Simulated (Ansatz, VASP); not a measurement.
**BN in VASP and in Ansatz**

```
B N
1.0
     0.00000    1.84781    1.84781
     1.84781    0.00000    1.84781
     1.84781    1.84781    0.00000
B N
1 1
Direct
  0.00000 0.00000 0.00000
  0.25000 0.25000 0.25000
```

Alike in both runs: task single point; functional PBE; k mesh 10 × 10 × 10; no spin polarisation.

|  | VASP | Ansatz |
| --- | --- | --- |
| version | VASP 6.6.1 | Ansatz 0.2.0 |
| potentials or method | VASP PAW PBE potentials, release 64 (B, N) | plane waves, PAW |
| plane-wave cutoff (eV) | 520 | 420 |
| occupations | gaussian, width 0.01 eV | fixed |
| valence electrons in the cell | 8 | 8 |

Ansatz gave:

```
gap on the k mesh at the Fermi level (eV) : 4.40
pressure (GPa)                            : -19.4
```

**Question.** Estimate VASP's values.

**Answer.** gap on the k mesh at the Fermi level (eV): 4.39; pressure (GPa): -19.3.
